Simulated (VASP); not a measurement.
## Pd: single point with r2SCAN

Crystal: Pd.

```
Pd
1.0
     0.00000    2.94188    2.94188
     2.94188    0.00000    2.94188
     2.94188    2.94188    0.00000
Pd
2
Direct
  0.12500 0.12500 0.12500
  0.87500 0.87500 0.87500
```

This isn't the form of Pd at room conditions, which is fcc.

| Quantity | Value |
| --- | --- |
| Program | VASP 6.6.1 |
| Task | single point |
| Functional | r2SCAN |
| Potentials or basis | VASP PAW PBE potentials, release 64 (Pd) |
| Cutoff | 520 eV |
| k mesh | 11 × 11 × 11 |
| Occupations | fermi-dirac, width 0.05 eV |
| Spin | collinear spin |
| Starting moments | [-0.52, -0.52] μB |

```
Pressure                                              : -4.9 GPa
Net moment                                            : -1.01 μB per cell
Site moments                                          : Pd -0.50 μB
Valence electrons inside the program's atomic spheres : Pd 9.27
```

Levels at points of the mesh, in eV from the Fermi level:
Spin up:
```
           k point  band 6  band 7  band 8  band 9  band 10  band 11  band 12  band 13  band 14  band 15
(0.00, 0.00, 0.00)   -3.03   -1.12   -1.12   -1.12    -0.12    -0.12    11.66    11.66    11.66    12.11
```
Spin down:
| k point | band 9 | band 10 | band 11 | band 12 | band 13 | band 14 |
| --- | --- | --- | --- | --- | --- | --- |
| (0.00, 0.00, 0.00) | -1.66 | -0.60 | -0.60 | 11.55 | 11.55 | 11.55 |

Wall time 2.1 min on 1 thread of Intel(R) Xeon(R) 6975P-C (Granite Rapids), on a shared host, peak memory 0.27 GiB.

Caveat: the cell stands under tension; the PAW data sets were made with another functional, which shifts forces and pressure a little.
